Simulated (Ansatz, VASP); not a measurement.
This is a calculation of Ge for VASP 6.6.1.

The input POSCAR:

```
Ge
1.0
    0.0000000000      2.8289100000      2.8289100000
    2.8289100000      0.0000000000      2.8289100000
    2.8289100000      2.8289100000      0.0000000000
Ge
2
Direct
    0.7500000000      0.7500000000      0.7500000000
    0.5000000000      0.5000000000      0.5000000000
```

File INCAR.step1:

```
SYSTEM = Ge
  PREC = Accurate
  ENCUT = 520
  EDIFF = 1E-5
  ISMEAR = -1
  SIGMA = 0.05
  LREAL = .FALSE.
  LASPH = .TRUE.
  NELM = 60
  ALGO = Normal
  ISIF = 2
  LWAVE = .TRUE.
  LCHARG = .FALSE.
  GGA = PE
  NBANDS = 21
```

The input INCAR.step2:

```
SYSTEM = Ge
  PREC = Accurate
  ENCUT = 520
  EDIFF = 1E-7
  ISMEAR = -1
  SIGMA = 0.05
  LREAL = .FALSE.
  LASPH = .TRUE.
  NELM = 60
  ALGO = Normal
  ISIF = 2
  LWAVE = .FALSE.
  LCHARG = .FALSE.
  GGA = PE
  LHFCALC = .TRUE.
  AEXX = 0.25
  PRECFOCK = Normal
  ISTART = 1
  NBANDS = 21
```

Contents of KPOINTS:

```
Automatic mesh
0
G
  4 4 4
  0 0 0
```

Potentials or basis: VASP PAW PBE potentials, release 64 (Ge_d).

Command:

```bash
$ cat potpaw_PBE.64/Ge_d/POTCAR > POTCAR
$ cp INCAR.step1 INCAR
$ mpirun -np 1 vasp_std > vasp.out
$ cp INCAR.step2 INCAR
$ mpirun -np 1 vasp_std > vasp.out
```

Q: Set up the same calculation for Ansatz 0.2.0. Potentials there: Ansatz PAW.

A: As run (the cutoff follows the program's own potentials):

Contents of input.yaml:

```yaml
crystal:
  lattice:
    - [0.0, 2.82891, 2.82891]
    - [2.82891, 0.0, 2.82891]
    - [2.82891, 2.82891, 0.0]
  atoms:
    - { symbol: Ge, position: [0.75, 0.75, 0.75] }
    - { symbol: Ge, position: [0.5, 0.5, 0.5] }
hamiltonian:
  xc: pbe0
  pseudopotentials: { kind: paw }
kpoints:
  mp_grid: { grid: [4, 4, 4] }
scf:
  occupations: { method: fermi_dirac, width: 0.05 }
output:
  forces: true
  stress: true
  eigenvalues: true
```

Potentials or basis: Ansatz PAW.

Run with:

```sh
$ ansatz run input.yaml --threads 2 --pin off --max-ram 5632MiB --backend cpu --events-out ev --progress --plain --runs-dir out
```

Both were run:

|  | VASP | Ansatz | Ansatz less VASP |
| --- | --- | --- | --- |
| gap on the k mesh at the Fermi level (eV) | 1.59 | 1.53 | -0.066 |
| least direct gap on the mesh (eV) | 1.68 | 1.60 | -0.077 |
| pressure (GPa) | 0.8 | 1.0 | +0.14 |

The functional is the same, so the differences come from potentials, cutoffs and numerics.

The k mesh is coarse, so the values compare programs but aren't converged.
